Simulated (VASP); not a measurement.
# Li in VASP: further runs, part 2 of 2

VASP 6.6.1. The steps go on from the part before.

### 4 Electric field gradients, PBE (equal xy, yz and zx shear strains of -1 %)

The input, INCAR:

```
SYSTEM = Li
  ALGO = Normal
  EDIFF = 1E-8
  ENCUT = 520
  GGA = PE
  ISIF = 2
  ISMEAR = -1
  LASPH = .TRUE.
  LCHARG = .FALSE.
  LEFG = .TRUE.
  LREAL = .FALSE.
  LWAVE = .FALSE.
  NBANDS = 8
  NELM = 100
  PREC = Accurate
  SIGMA = 0.08
```

The input, KPOINTS:

```
k-points
0
G
  13 13 13
  0 0 0
```

The input, POSCAR:

```
Li
1.0
   -0.0220200000      2.1909900000      2.1909900000
    2.1909900000     -0.0220200000      2.1909900000
    2.1909900000      2.1909900000     -0.0220200000
Li
1
Direct
    0.0000000000      0.0000000000      0.0000000000
```

Potentials or basis: VASP PAW PBE potentials, release 64 (Li_sv).

Command:

```bash
cat potpaw_PBE.64/Li_sv/POTCAR > POTCAR
mpirun -np 1 vasp_std > vasp.out
```

OUTCAR:

```text
SYSTEM = Li
   EDIFF = 1E-8
   ENCUT = 520
   GGA = PE
   ISIF = 2
   ISMEAR = -1
   LASPH = .TRUE.
   LREAL = .FALSE.
   NELM = 100
   PREC = Accurate

 ion  position               nearest neighbor table
   1  0.000  0.000  0.000-

  LATTYP: Found a trigonal (rhomboedric) cell.
 ALAT       =     3.0986060157
 COS(alpha) =     0.4899250057

  Lattice vectors:

 A1 = (  -0.0220200000,   2.1909900000,   2.1909900000)
 A2 = (   2.1909900000,  -0.0220200000,   2.1909900000)
 A3 = (   2.1909900000,   2.1909900000,  -0.0220200000)

Analysis of symmetry for initial positions (statically):
=====================================================================
 Subroutine PRICEL returns:
 Original cell was already a primitive cell.

 Routine SETGRP: Setting up the symmetry group for a
 trigonal (rhombohedral) supercell.

 Subroutine GETGRP returns: Found 12 space group operations
 (whereof 12 operations were pure point group operations)
 out of a pool of 12 trial point group operations.

The static configuration has the point symmetry D_3d.

Analysis of symmetry for dynamics (positions and initial velocities):
=====================================================================
 Subroutine PRICEL returns:
 Original cell was already a primitive cell.

 Routine SETGRP: Setting up the symmetry group for a
 trigonal (rhombohedral) supercell.

 Subroutine GETGRP returns: Found 12 space group operations
 (whereof 12 operations were pure point group operations)
 out of a pool of 12 trial point group operations.

The dynamic configuration has the point symmetry D_3d.

 Subroutine INISYM returns: Found 12 space group operations
 (whereof 12 operations are pure point group operations),
 and found     1 'primitive' translations

----------------------------------------------------------------------------------------

                                     Primitive cell

  volume of cell :      21.3525

  direct lattice vectors                    reciprocal lattice vectors
    -0.022020000  2.190990000  2.190990000    -0.224795526  0.227077714  0.227077714
     2.190990000 -0.022020000  2.190990000     0.227077714 -0.224795526  0.227077714
     2.190990000  2.190990000 -0.022020000     0.227077714  0.227077714 -0.224795526

  length of vectors
     3.098606016  3.098606016  3.098606016     0.391996945  0.391996945  0.391996945

  position of ions in fractional coordinates (direct lattice)
     0.000000000  0.000000000  0.000000000

  ion indices of the primitive-cell ions
   primitive index   ion index
                 1           1

----------------------------------------------------------------------------------------

 KPOINTS: k-points

[... 69 lines left out ...]
   EDIFFG = 0.1E-06   stopping-criterion for IOM
   NSW    =      0    number of steps for IOM
   IBRION =     -1    ionic relax: 0-MD 1-quasi-New 2-CG
   NFREE  =      0    steps in history (QN), initial steepest desc. (CG)
   ISIF   =      2    stress and relaxation
   ISYM   =      2    0-nonsym 1-usesym 2-fastsym
   POTIM  = 0.5000    time-step for ionic-motion
   TEBEG  =    0.0;   TEEND  =   0.0 temperature during run
   PSTRESS=    0.0 pullay stress
   NELECT =       3.0000    total number of electrons
   NUPDOWN=      -1.0000    fix difference up-down
   EMIN   =  10.00;   EMAX   =-10.00  energy-range for DOS
   EFERMI =   0.00;   METHOD = LEGACY
   ISMEAR =    -1;   SIGMA  =   0.08  broadening in eV -4-tet -1-fermi 0-gaus
   EFERMI_NEDOS =   21; number of points for ismear=-14 and -15
   IALGO  =     38    algorithm
   IMIX   =      4    mixing-type and parameters
     AMIX     =   0.40;   BMIX     =  1.00
     AMIX_MAG =   1.60;   BMIX_MAG =  1.00
  volume/ion in A,a.u.               =      21.35       144.09
  Fermi-wavevector in a.u.,A,eV,Ry     =   0.851070  1.608290  9.854984  0.724321
  Thomas-Fermi vector in A             =   1.967146
   LORBIT       =      0    0 simple, 1 ext, 2 COOP (PROOUT), +10 PAW based schemes
   GGA     = PE    functional components
   LHFCALC =     F    Hartree Fock is set to
   AEXX    =    0.0000 exact exchange contribution
   IVDW    =     0    specifies the selected vdW correction
   LEPSILON=     F    determine dielectric tensor
   LRPA    =     F    only Hartree local field effects (RPA)
 non-spin polarized calculation
  energy-cutoff  :      520.00
  volume of cell :       21.35
 maximum number of plane-waves:       585
   NGX = 11   NGY = 11   NGZ = 11

 number of electron       3.0000005 magnetization

 Free energy of the ion-electron system (eV)
  ---------------------------------------------------
  ext. energy  EPLUGINS =         0.00000000
  ---------------------------------------------------
  free energy    TOTEN  =        -1.90714706 eV

  energy without entropy =       -1.89471836  energy(sigma->0) =       -1.90093271

 E-fermi :   0.5018     XC(G=0):  -6.9188

 val. band max:        0.4604253221   @ k =  -0.4615   0.3077   0.3077
 cond. band min:       0.5032702563   @ k =  -0.4615   0.3077   0.2308
 fundamental gap:      0.0428449342
 Fermi energy:         0.5018273310

 k-point     1 :       0.0000    0.0000    0.0000
  band No.  band energies     occupation
      1     -46.1356      2.00000
      2      -3.0087      2.00000
      3      14.2097      0.00000
      4      14.2097      0.00000
      5      14.5081      0.00000
      6      17.9705      0.00000
      7      17.9705      0.00000
      8      18.4164      0.00000
[... 243 lines left out ...]
 k-point    24 :       0.4615    0.1538    0.0000
  band No.  band energies     occupation
      1     -46.1210      2.00000
      2       0.2137      1.94690
      3       4.4158      0.00000
      4      10.9966      0.00000
      5      11.0925      0.00000
      6      14.4029      0.00000
      7      19.5118      0.00000
      8      19.6670      0.00000

 [... further k-points ...]

------------------------ aborting loop because EDIFF is reached ----------------------------------------

  FORCE on cell =-STRESS in cart. coord.  units (eV):
  Direction    XX          YY          ZZ          XY          YZ          ZX
  --------------------------------------------------------------------------------------
  -------------------------------------------------------------------------------------
  Total       -0.0972811     -0.0972811     -0.0972811      0.0087843      0.0087843      0.0087843
  in kB       -7.2994429     -7.2994429     -7.2994429      0.6591227      0.6591227      0.6591227
  external PRESSURE =      -7.2994429 kB  Pullay stress =       0.0000000 kB

 VOLUME and BASIS-vectors are now :
 -----------------------------------------------------------------------------
  energy-cutoff  :      520.00
  volume of cell :       21.35
      direct lattice vectors                 reciprocal lattice vectors
    -0.022020000  2.190990000  2.190990000    -0.224795526  0.227077714  0.227077714
     2.190990000 -0.022020000  2.190990000     0.227077714 -0.224795526  0.227077714
     2.190990000  2.190990000 -0.022020000     0.227077714  0.227077714 -0.224795526

 POSITION                                       TOTAL-FORCE (eV/Angst)
 -----------------------------------------------------------------------------------
      0.00000      0.00000      0.00000        -0.000000      0.000000      0.000000
 -----------------------------------------------------------------------------------
    total drift:                                0.000000      0.000000     -0.000000

  FREE ENERGIE OF THE ION-ELECTRON SYSTEM (eV)
  ---------------------------------------------------
  free  energy   TOTEN  =        -1.9071470628 eV

  energy  without entropy=       -1.8947183623  energy(sigma->0) =       -1.90093271

 Electric field gradients (V/A^2)
---------------------------------------------------------------------
 ion       V_xx      V_yy      V_zz      V_xy      V_xz      V_yz
---------------------------------------------------------------------
   1       0.000    -0.000    -0.000     0.041     0.041     0.041
---------------------------------------------------------------------

 Electric field gradients after diagonalization (V/A^2)
 (convention: |V_zz| > |V_xx| > |V_yy|)
----------------------------------------------------------------------
 ion       V_xx      V_yy      V_zz     asymmetry (V_yy - V_xx)/ V_zz
----------------------------------------------------------------------
   1      -0.041    -0.041     0.082       0.000
----------------------------------------------------------------------

           NMR quadrupolar parameters

 Cq : quadrupolar parameter    Cq=e*Q*V_zz/h
 eta: asymmetry parameters     (V_yy - V_xx)/ V_zz
 Q  : nuclear electric quadrupole moment in mb (millibarn)
----------------------------------------------------------------------
 ion       Cq(MHz)       eta       Q (mb)
----------------------------------------------------------------------
   1       0.000       0.000       1.000
----------------------------------------------------------------------
```

OSZICAR:

```text
N       E                     dE             d eps       ncg     rms          rms(c)
DAV:   1    -0.111526830925E+00   -0.11153E+00   -0.68479E+02  3720   0.256E+02
DAV:   2    -0.188483152206E+01   -0.17733E+01   -0.17338E+01  5424   0.345E+01
DAV:   3    -0.190862868153E+01   -0.23797E-01   -0.23783E-01  4360   0.316E+00
DAV:   4    -0.190894950886E+01   -0.32083E-03   -0.32082E-03  5752   0.310E-01
DAV:   5    -0.190895025849E+01   -0.74963E-06   -0.74959E-06  4480   0.104E-02    0.251E-01
DAV:   6    -0.190773677459E+01    0.12135E-02   -0.28227E-04  5960   0.694E-02    0.142E-01
DAV:   7    -0.190714976437E+01    0.58701E-03   -0.66913E-04  5872   0.103E-01    0.277E-02
DAV:   8    -0.190714687854E+01    0.28858E-05   -0.84527E-06  4312   0.190E-02    0.159E-03
DAV:   9    -0.190714715956E+01   -0.28102E-06   -0.37200E-07  5880   0.527E-03    0.469E-04
DAV:  10    -0.190714706300E+01    0.96568E-07   -0.38299E-08  4392   0.129E-03    0.220E-04
DAV:  11    -0.190714703902E+01    0.23979E-07   -0.24717E-09  2696   0.429E-04    0.405E-05
DAV:  12    -0.190714706007E+01   -0.21050E-07   -0.52344E-10  2344   0.200E-04    0.121E-05
DAV:  13    -0.190714706280E+01   -0.27325E-08   -0.21482E-10  2144   0.115E-04
   1 F= -.19071471E+01 E0= -.19009327E+01  d E =-.124287E-01
```

stdout:

```text
POSCAR found type information on POSCAR Li
 POSCAR found :  1 types and       1 ions
 scaLAPACK will be used
 LDA part: xc-table for (Slater+PW92), standard interpolation
 POSCAR, INCAR and KPOINTS ok, starting setup
 FFT: planning ... GRIDC
 FFT: planning ... GRID_SOFT
 FFT: planning ... GRID
 WAVECAR not read
 entering main loop
ion   1
```

Wall time 35 s (1 thread of Intel Xeon 8259CL, shared host); peak memory 0.15 GiB.

What came out:

```
Free energy                             : -1.9071 eV
Band gap on the k mesh                  : zero (an odd number of electrons rules out a gap without spin polarisation)
Largest electric field gradient by atom : Li +0.08 V/Å²
```

Levels at points of the mesh, in eV from the Fermi level:
```
           k point  band 1  band 2  band 3  band 4  band 5
(0.00, 0.00, 0.00)  -46.64   -3.51   13.71   13.71   14.01
```

Caveat: the cell differs from its parent crystal (equal xy, yz and zx shear strains of -1 %); the cutoff is under 1.25 times the usual one of these potentials, so pressure, stress and relaxed cells hold a basis-set (Pulay) error; without QUAD_EFG the Cq values of the log hold for a quadrupole moment of 1 mb, not for the nuclei.

### 5 Electric field gradients, PBE (equal xy, yz and zx shear strains of +2 %)

The input, INCAR:

```
SYSTEM = Li
  ALGO = Normal
  EDIFF = 1E-8
  ENCUT = 520
  GGA = PE
  ISIF = 2
  ISMEAR = -1
  LASPH = .True.
  LCHARG = .False.
  LEFG = .True.
  LREAL = .False.
  LWAVE = .False.
  NBANDS = 8
  NELM = 60
  PREC = Accurate
  SIGMA = 0.08
```

The input, KPOINTS:

```
k-points
0
Gamma
  13 13 13
  0 0 0
```

The input, POSCAR:

```
Li
1.0
    0.0440400000      2.2240200000      2.2240200000
    2.2240200000      0.0440400000      2.2240200000
    2.2240200000      2.2240200000      0.0440400000
Li
1
Direct
    0.0000000000      0.0000000000      0.0000000000
```

Potentials or basis: VASP PAW PBE potentials, release 64 (Li_sv).

Command:

```bash
cat potpaw_PBE.64/Li_sv/POTCAR > POTCAR
mpirun -np 1 vasp_std > vasp.out
```

OUTCAR:

```text
SYSTEM = Li
   EDIFF = 1E-8
   ENCUT = 520
   GGA = PE
   ISIF = 2
   ISMEAR = -1
   LASPH = .True.
   LREAL = .False.
   NELM = 60
   PREC = Accurate

 ion  position               nearest neighbor table
   1  0.000  0.000  0.000-

  LATTYP: Found a trigonal (rhomboedric) cell.
 ALAT       =     3.1455475584
 COS(alpha) =     0.5197000882

  Lattice vectors:

 A1 = (   0.0440400000,   2.2240200000,   2.2240200000)
 A2 = (   2.2240200000,   0.0440400000,   2.2240200000)
 A3 = (   2.2240200000,   2.2240200000,   0.0440400000)

Analysis of symmetry for initial positions (statically):
=====================================================================
 Subroutine PRICEL returns:
 Original cell was already a primitive cell.

 Routine SETGRP: Setting up the symmetry group for a
 trigonal (rhombohedral) supercell.

 Subroutine GETGRP returns: Found 12 space group operations
 (whereof 12 operations were pure point group operations)
 out of a pool of 12 trial point group operations.

The static configuration has the point symmetry D_3d.

Analysis of symmetry for dynamics (positions and initial velocities):
=====================================================================
 Subroutine PRICEL returns:
 Original cell was already a primitive cell.

 Routine SETGRP: Setting up the symmetry group for a
 trigonal (rhombohedral) supercell.

 Subroutine GETGRP returns: Found 12 space group operations
 (whereof 12 operations were pure point group operations)
 out of a pool of 12 trial point group operations.

The dynamic configuration has the point symmetry D_3d.

[... 153 lines left out ...]
      2      -3.0082      2.00000
      3      13.8540      0.00000
      4      14.5268      0.00000
      5      14.5268      0.00000
      6      17.5071      0.00000
      7      18.4280      0.00000
      8      18.4280      0.00000
[... 243 lines left out ...]
 k-point    24 :       0.4615    0.1538   -0.0000
  band No.  band energies     occupation
      1     -46.1211      2.00000
      2       0.2565      1.90947
      3       4.5893      0.00000
      4      10.7290      0.00000
      5      11.0602      0.00000
      6      14.0762      0.00000
      7      19.2865      0.00000
      8      19.9934      0.00000

 [... further k-points ...]

------------------------ aborting loop because EDIFF is reached ----------------------------------------

  FORCE on cell =-STRESS in cart. coord.  units (eV):
  Direction    XX          YY          ZZ          XY          YZ          ZX
  --------------------------------------------------------------------------------------
  -------------------------------------------------------------------------------------
  Total       -0.0975994     -0.0975994     -0.0975994     -0.0183758     -0.0183758     -0.0183758
  in kB       -7.3249574     -7.3249574     -7.3249574     -1.3791296     -1.3791296     -1.3791296
  external PRESSURE =      -7.3249574 kB  Pullay stress =       0.0000000 kB

 VOLUME and BASIS-vectors are now :
 -----------------------------------------------------------------------------
  energy-cutoff  :      520.00
  volume of cell :       21.35
      direct lattice vectors                 reciprocal lattice vectors
     0.044040000  2.224020000  2.224020000    -0.231608529  0.227111276  0.227111276
     2.224020000  0.044040000  2.224020000     0.227111276 -0.231608529  0.227111276
     2.224020000  2.224020000  0.044040000     0.227111276  0.227111276 -0.231608529

 POSITION                                       TOTAL-FORCE (eV/Angst)
 -----------------------------------------------------------------------------------
      0.00000      0.00000      0.00000         0.000000      0.000000     -0.000000
 -----------------------------------------------------------------------------------
    total drift:                                0.000000      0.000000     -0.000000

  FREE ENERGIE OF THE ION-ELECTRON SYSTEM (eV)
  ---------------------------------------------------
  free  energy   TOTEN  =        -1.9067829953 eV

  energy  without entropy=       -1.8947595120  energy(sigma->0) =       -1.90077125

 Electric field gradients (V/A^2)
---------------------------------------------------------------------
 ion       V_xx      V_yy      V_zz      V_xy      V_xz      V_yz
---------------------------------------------------------------------
   1      -0.000     0.000     0.000    -0.087    -0.087    -0.087
---------------------------------------------------------------------

 Electric field gradients after diagonalization (V/A^2)
 (convention: |V_zz| > |V_xx| > |V_yy|)
----------------------------------------------------------------------
 ion       V_xx      V_yy      V_zz     asymmetry (V_yy - V_xx)/ V_zz
----------------------------------------------------------------------
   1       0.087     0.087    -0.174       0.000
----------------------------------------------------------------------

           NMR quadrupolar parameters

 Cq : quadrupolar parameter    Cq=e*Q*V_zz/h
 eta: asymmetry parameters     (V_yy - V_xx)/ V_zz
 Q  : nuclear electric quadrupole moment in mb (millibarn)
----------------------------------------------------------------------
 ion       Cq(MHz)       eta       Q (mb)
----------------------------------------------------------------------
   1      -0.000       0.000       1.000
----------------------------------------------------------------------
```

OSZICAR:

```text
N       E                     dE             d eps       ncg     rms          rms(c)
DAV:   1    -0.117888937627E+00   -0.11789E+00   -0.70669E+02  3704   0.260E+02
DAV:   2    -0.187980081211E+01   -0.17619E+01   -0.17262E+01  5384   0.344E+01
DAV:   3    -0.190827512313E+01   -0.28474E-01   -0.28446E-01  4272   0.321E+00
DAV:   4    -0.190859444706E+01   -0.31932E-03   -0.31932E-03  5816   0.306E-01
DAV:   5    -0.190859483251E+01   -0.38546E-06   -0.38542E-06  4408   0.985E-03    0.252E-01
DAV:   6    -0.190736598963E+01    0.12288E-02   -0.28311E-04  6040   0.689E-02    0.143E-01
DAV:   7    -0.190678577716E+01    0.58021E-03   -0.67664E-04  5832   0.105E-01    0.279E-02
DAV:   8    -0.190678274565E+01    0.30315E-05   -0.76705E-06  4408   0.193E-02    0.172E-03
DAV:   9    -0.190678309227E+01   -0.34662E-06   -0.38089E-07  5840   0.542E-03    0.474E-04
DAV:  10    -0.190678298369E+01    0.10859E-06   -0.44042E-08  4392   0.138E-03    0.233E-04
DAV:  11    -0.190678297049E+01    0.13198E-07   -0.30783E-09  2768   0.463E-04    0.489E-05
DAV:  12    -0.190678299196E+01   -0.21468E-07   -0.58396E-10  2216   0.222E-04    0.168E-05
DAV:  13    -0.190678299525E+01   -0.32948E-08   -0.22209E-10  2088   0.124E-04
   1 F= -.19067830E+01 E0= -.19007713E+01  d E =-.120235E-01
```

It took 35 s on 1 thread of Intel Xeon 8259CL, shared host; peak memory 0.15 GiB.

What came out:

```yaml
Free_energy: -1.9068 eV
Band_gap_on_the_k_mesh: zero (an odd number of electrons rules out a gap without spin polarisation)
Largest_electric_field_gradient_by_atom: Li -0.17 V/Å²
```

Levels at points of the mesh, in eV from the Fermi level:
| k point | band 1 | band 2 | band 3 | band 4 | band 5 | band 6 |
| --- | --- | --- | --- | --- | --- | --- |
| (0.00, 0.00, 0.00) | -46.64 | -3.51 | 13.35 | 14.03 | 14.03 | 17.01 |

Caveat: the cell differs from its parent crystal (equal xy, yz and zx shear strains of +2 %); the cutoff is under 1.25 times the usual one of these potentials, so pressure, stress and relaxed cells hold a basis-set (Pulay) error; without QUAD_EFG the Cq values of the log hold for a quadrupole moment of 1 mb, not for the nuclei.

### 6 Overview

```tsv
cell	gap on the mesh (eV)
a = 3.175 Å, angles 60.0°, 1 atom	none
a = 3.165 Å, angles 60.0°, 1 atom	none
a = 3.099 Å, angles 60.7°, 1 atom	none
a = 3.146 Å, angles 58.7°, 1 atom	none
```

Alike in all rows: task electric field gradients; level PBE; potentials or basis VASP PAW PBE potentials, release 64 (Li_sv); no spin polarisation; k mesh 13 × 13 × 13; cutoff (eV) 520; smearing fermi-dirac 0.08 eV.

Caveats: the cutoff is under 1.25 times the usual one of these potentials, so pressure, stress and relaxed cells hold a basis-set (Pulay) error.

Total energies depend on the potentials used, so only differences within one code and one set of settings carry meaning.
